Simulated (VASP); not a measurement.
A run of VASP 6.6.1 is set up as follows.

POSCAR

```
CuO
1.0
    1.9909680000     -2.1535500000      0.0000000000
    1.9909680000      2.1535500000      0.0000000000
    0.0000000000      0.0000000000      5.1559280000
Cu O
2 2
Direct
    0.0000000000      0.5000000000      0.0000000000
    0.5000000000      0.0000000000      0.5000000000
    0.5000000000      0.5000000000      0.2500000000
    0.5000000000      0.5000000000      0.7500000000
```

Contents of INCAR.step1:

```
SYSTEM = CuO
  PREC = Accurate
  ENCUT = 520
  ISMEAR = 0
  SIGMA = 0.1
  LREAL = .FALSE.
  LASPH = .TRUE.
  NELM = 150
  ISPIN = 2
  MAGMOM = 0.69 0.69 0.36 0.36
  LMAXMIX = 4
  NBANDS = 29
  GGA = PE
  ALGO = Normal
  EDIFF = 1E-4
  LWAVE = .TRUE.
  LCHARG = .FALSE.
```

File INCAR.step2:

```
SYSTEM = CuO
  PREC = Accurate
  ENCUT = 520
  EDIFF = 1E-6
  ISMEAR = 0
  SIGMA = 0.1
  LREAL = .FALSE.
  LASPH = .TRUE.
  NELM = 150
  ALGO = Normal
  ISIF = 2
  LWAVE = .FALSE.
  LCHARG = .FALSE.
  ISPIN = 2
  MAGMOM = 0.69 0.69 0.36 0.36
  LORBIT = 11
  LMAXMIX = 4
  METAGGA = R2SCAN
  LMIXTAU = .TRUE.
  NBANDS = 29
  ISTART = 1
```

Contents of KPOINTS:

```
regular mesh
0
G
  8 8 6
  0 0 0
```

Potentials or basis: VASP PAW PBE potentials, release 64 (Cu, O).

The run is started by

```sh
$ cat potpaw_PBE.64/Cu/POTCAR potpaw_PBE.64/O/POTCAR > POTCAR
$ cp INCAR.step1 INCAR
$ mpirun -np 1 vasp_std > vasp.out
$ cp INCAR.step2 INCAR
$ mpirun -np 1 vasp_std > vasp.out
```

Question: Predict the pressure.

Answer: -4.0 GPa.

Question: Predict the net moment.

Answer: 0.00 μB per cell.

Stress tensor (GPa, compression positive):
```
-3.35  0.00  0.00
 0.00 -4.54  0.00
 0.00  0.00 -4.15
```

Caveat: the cell stands under tension; the PAW data sets were made with another functional, which shifts forces and pressure a little.
